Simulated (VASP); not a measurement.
A run of VASP 6.6.1 is set up as follows.

The input INCAR:

```
SYSTEM = Mo7S9
ALGO = Normal
EDIFF = 1E-6
ENCUT = 520
GGA = PE
ISIF = 2
ISMEAR = 0
ISYM = 0
IVDW = 12
LASPH = .TRUE.
LCHARG = .FALSE.
LREAL = Auto
LWAVE = .FALSE.
NBANDS = 90
NELM = 80
PREC = Accurate
SIGMA = 0.1
```

KPOINTS

```
k-points
0
G
  3 4 4
  0 0 0
```

POSCAR

```
Mo7S9
1.0
    2.1869264725      4.5699590030     -6.1772269475
    3.0636415771     -3.1952480001     -6.1710272050
   -3.7092128742     -1.0652123191     -5.5422882000
Mo S
7 9
Direct
    0.4566595988      0.8151350889      0.7104368025
    0.7769023042      0.4220846954      0.9052309475
    0.1738020820      0.2537103889      0.6053890776
    0.8597031020      0.6707105602      0.4373138327
    0.2477507851      0.5892789845      0.1652732817
    0.5724080895      0.1473439045      0.2657091984
    0.9515260266      0.0277462805      0.9661469147
    0.9520855177      0.6885014387      0.0401227940
    0.4773742728      0.4547235152      0.8524666506
    0.5459086245      0.8152397181      0.3372704927
    0.8747297266      0.2899613021      0.5854386834
    0.2477910325      0.2381076419      0.2509418020
    0.1537168164      0.5986973355      0.5437664760
    0.5817953812      0.4606253523      0.2562598292
    0.2538507118      0.9761627631      1.0019118759
    0.7051164707      0.9344414401      0.6158019055
```

Potentials or basis: VASP PAW PBE potentials, release 64 (Mo_sv, S).

Launch:

```sh
$ cat potpaw_PBE.64/Mo_sv/POTCAR potpaw_PBE.64/S/POTCAR > POTCAR
$ mpirun -np 1 vasp_std > vasp.out
```

(1) Estimate the pressure.

(2) What does it give for the band gap on the k mesh?

Results:

(1) 0.0 GPa.

(2) 0.07 eV (least direct gap 0.09 eV).

Caveat: the cell differs from its parent crystal (atoms taken out, then relaxed in part).
